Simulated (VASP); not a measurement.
Here is a VASP 6.6.1 calculation.

The input INCAR:

```
PREC = Accurate
ENCUT = 520
EDIFF = 1E-8
ISMEAR = -1
SIGMA = 0.03
LREAL = F
LASPH = T
NELM = 100
ALGO = Normal
ISIF = 2
LWAVE = F
LCHARG = F
GGA = CA
LEFG = T
NBANDS = 21
```

The input KPOINTS:

```
regular mesh
0
Gamma
  9 9 9
```

File POSCAR:

```
Sn
1.0
    0.0000000000      3.2670946662      3.2670946662
    3.2670946662      0.0000000000      3.2670946662
    3.2670946662      3.2670946662      0.0000000000
Sn
2
Direct
    0.5000000000      0.5000000000      0.5000000000
    0.7500000000      0.7500000000      0.7500000000
```

Potentials or basis: VASP PAW LDA potentials, release 64 (Sn_d).

Launch:

```bash
$ cat potpaw_LDA.64/Sn_d/POTCAR > POTCAR
$ mpirun -np 1 vasp_std > vasp.out
```

Problem. Predict the pressure.

Solution. -1.2 GPa.

Problem. What does it give for the band gap on the k mesh?

Solution. Zero (bands 14 and 15 overlap by 0.21 eV).

Caveat: spin-orbit coupling is left out, which moves the levels of the heavy elements.
